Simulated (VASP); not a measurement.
# NaCl: single point with PBE

The system is NaCl.

```
Na Cl
1.0
     0.10240    2.82102    2.82102
     2.82102    0.10240    2.82102
     2.82102    2.82102    0.10240
Na Cl
1 1
Direct
  0.00000 0.00000 0.00000
  0.50000 0.50000 0.50000
```

This cell differs from its parent crystal: epitaxial 111 strain -3.0%.

```
Program             : VASP 6.6.1
Task                : single point
Functional          : PBE
Potentials or basis : VASP PAW PBE potentials, release 64 (Na_pv, Cl)
Cutoff              : 520 eV
k mesh              : 4 × 4 × 4
Occupations         : gaussian, width 0.01 eV
Spin                : no spin polarisation
```

- Pressure: 2.4 GPa
- Band gap on the k mesh: 5.22 eV, direct

Stress tensor (GPa, compression positive):
```
 2.42 -0.52 -0.52
-0.52  2.42 -0.52
-0.52 -0.52  2.42
```

Levels at points of the mesh, in eV from the valence-band top:
| k point | band 3 | band 4 | band 5 | band 6 | band 7 | band 8 | band 9 | band 10 | band 11 | band 12 |
| --- | --- | --- | --- | --- | --- | --- | --- | --- | --- | --- |
| (0.00, 0.00, 0.00) | -20.81 | -12.87 | -0.23 | 0.00 | 0.00 | 5.22 | 10.61 | 11.36 | 11.36 | 13.35 |
| (0.50, 0.00, 0.00) | -20.81 | -12.45 | -2.16 | -0.48 | -0.34 | 7.23 | 10.71 | 11.11 | 11.16 | 15.18 |
| (0.50, 0.50, 0.00) | -20.82 | -12.42 | -1.89 | -0.83 | -0.62 | 7.54 | 8.02 | 11.59 | 15.03 | 15.33 |
| (0.50, 0.50, 0.50) | -20.82 | -12.52 | -2.22 | -0.24 | -0.24 | 7.44 | 10.59 | 11.34 | 11.34 | 15.55 |

Run time: 15 s on 1 thread of AMD EPYC 7R43 64-Core Processor (Zen 3) (shared host), peak memory 0.12 GiB.

Caveat: the k points lie up to 0.50 Å⁻¹ apart; the cell differs from its parent crystal (epitaxial 111 strain -3.0%).
